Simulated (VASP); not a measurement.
Wanted: the native input for a VASP 6.6.1 run.

```
Task                   : single point
Functional             : LDA
Potentials or basis    : VASP PAW LDA potentials, release 64 (Sr_sv, Mg, Bi_d)
Cutoff                 : 520 eV
k mesh                 : 9 × 9 × 4
Occupations            : gaussian, width 0.03 eV
Spin                   : no spin polarisation
Dipole correction      : no
Further INCAR settings : ALGO = Normal; EDIFF = 1e-06; NBANDS = 30
```

The structure of SrMg2Bi2 lies in POSCAR:

```
SrMg2Bi2
1.0
    4.8297132900      0.0000000000      0.0000000000
   -2.4148566450      4.1826544022      0.0000000000
    0.0000000000      0.0000000000      7.9828881300
Sr Mg Bi
1 2 2
Direct
    0.0000000000      0.0000000000      0.0000000000
    0.6666666667      0.3333333333      0.3750441600
    0.3333333333      0.6666666667      0.6249558400
    0.6666666667      0.3333333333      0.7467348600
    0.3333333333      0.6666666667      0.2532651400
```

One way to write it, as run:

INCAR

```
SYSTEM = SrMg2Bi2
PREC     = Accurate       ! precision mode
ENCUT    = 520            ! plane-wave cutoff, eV
EDIFF    = 1E-6           ! SCF threshold, eV
ISMEAR   = 0              ! smearing method
SIGMA    = 0.03           ! smearing width, eV
LREAL    = .FALSE.        ! projectors in reciprocal space
LASPH    = .TRUE.         ! aspherical terms in the spheres
NELM     = 100            ! most SCF steps
ALGO     = Normal         ! electronic algorithm
ISIF     = 2              ! what is computed and relaxed
LWAVE    = .FALSE.        ! write WAVECAR
LCHARG   = .FALSE.        ! write CHGCAR
GGA      = CA             ! functional
NBANDS   = 30             ! bands
```

KPOINTS

```
Automatic mesh
0
G
  9 9 4
  0 0 0
```

Potentials or basis: VASP PAW LDA potentials, release 64 (Sr_sv, Mg, Bi_d).

Command:

```sh
$ cat potpaw_LDA.64/Sr_sv/POTCAR potpaw_LDA.64/Mg/POTCAR potpaw_LDA.64/Bi_d/POTCAR > POTCAR
$ mpirun -np 1 vasp_std > vasp.out
```

It gave:

| Property | Result |
| --- | --- |
| Pressure | -2.3 GPa |
| Largest force | 0.051 eV/Å |
| Band gap on the k mesh | 0.40 eV, direct |

Caveat: spin-orbit coupling is left out, which moves the levels of the heavy elements.

It took 120 s on 1 thread of AMD EPYC 9R14 (Zen 4) (shared host), peak memory 0.32 GiB.
